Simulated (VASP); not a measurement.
Here is a VASP 6.6.1 calculation.

File INCAR:

```
PREC = Accurate
ENCUT = 520
EDIFF = 1E-7
ISMEAR = 0
SIGMA = 0.2
LREAL = False
LASPH = True
NELM = 100
ALGO = Normal
ISIF = 2
LWAVE = False
LCHARG = True
GGA = PE
LELF = True
LVHAR = True
NBANDS = 48
```

File KPOINTS:

```
Automatic mesh
0
Gamma
  6 6 1
```

File POSCAR:

```
Hf7Cl
1.0
    3.2066154128      0.0008351975      0.0002033813
   -1.6025714071      2.7773685720     -0.0001789614
   -0.0001150365      0.0003727461     19.3568406561
Hf Cl
7 1
Direct
    0.3336597160      0.6664760441      0.8911574710
    0.3333286648      0.6662589567      0.1088704352
    0.3334148082      0.6668416095      0.6308115099
   -0.0000776861      0.0004303117      0.4999887536
   -0.0004928376      0.0000023997      0.2365348428
    0.3333102458      0.6666857352      0.3691646003
    0.0000193077      0.0003350690      0.7634651835
    0.0001711146     -0.0003634591      0.0000072037
```

Potentials or basis: VASP PAW PBE potentials, release 64 (Hf_pv, Cl).

Run with:

```console
$ cat potpaw_PBE.64/Hf_pv/POTCAR potpaw_PBE.64/Cl/POTCAR > POTCAR
$ mpirun -np 1 vasp_std > vasp.out
```

Task: Predict the pressure.

Result: -0.5 GPa.

Task: What does it give for the largest force?

Result: 0.011 eV/Å.

Forces on the atoms (eV/Å):
```
Hf  -0.001  0.000 -0.011
Hf   0.000  0.001  0.009
Hf   0.000  0.000 -0.004
Hf   0.000 -0.001  0.000
Hf   0.001  0.000 -0.010
Hf  -0.001  0.000  0.005
Hf   0.000 -0.001  0.010
Cl   0.000  0.000  0.000
```

Caveat: the k points lie up to 0.38 Å⁻¹ apart; an odd number of electrons without spin polarisation forces a metal; a magnetic or distorted state may lie lower.
